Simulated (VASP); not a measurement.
A run of VASP 6.6.1 is set up as follows.

The input INCAR:

```
PREC     = Accurate       # precision mode
ENCUT    = 520            # plane-wave cutoff, eV
EDIFF    = 1E-7           # SCF threshold, eV
ISMEAR   = 0              # smearing method
SIGMA    = 0.01           # smearing width, eV
LREAL    = F              # projectors in reciprocal space
LASPH    = T              # aspherical terms in the spheres
NELM     = 80             # most SCF steps
ALGO     = Normal         # electronic algorithm
ISIF     = 2              # what is computed and relaxed
LWAVE    = F              # write WAVECAR
LCHARG   = F              # write CHGCAR
GGA      = PE             # functional
NBANDS   = 33             # bands
```

Contents of KPOINTS:

```
Automatic mesh
0
Gamma
  4 4 8
```

File POSCAR:

```
TiO2
1.0
    4.5485136906      0.0000000000      0.0000000000
    0.0000000000      4.5485136906      0.0000000000
    0.0000000000      0.0000000000      2.9035679815
Ti O
2 4
Direct
    0.0000000000      0.0000000000      0.0000000000
    0.5000000000      0.5000000000      0.5000000000
    0.3051320931      0.3051320931      0.0000000000
    0.1948679069      0.8051320931      0.5000000000
    0.8051320931      0.1948679069      0.5000000000
    0.6948679069      0.6948679069      0.0000000000
```

Potentials or basis: VASP PAW PBE potentials, release 64 (Ti_sv, O).

Launch:

```sh
$ cat potpaw_PBE.64/Ti_sv/POTCAR potpaw_PBE.64/O/POTCAR > POTCAR
$ mpirun -np 1 vasp_std > vasp.out
```

(1) Predict the pressure.

(2) Predict the band gap on the k mesh.

(3) Predict the largest force.

## Answers

(1) 16.8 GPa.

(2) 1.99 eV.

(3) 0.379 eV/Å.

Caveat: the cell stands under pressure; the structure was generated, so it needn't be the stable form of TiO2.
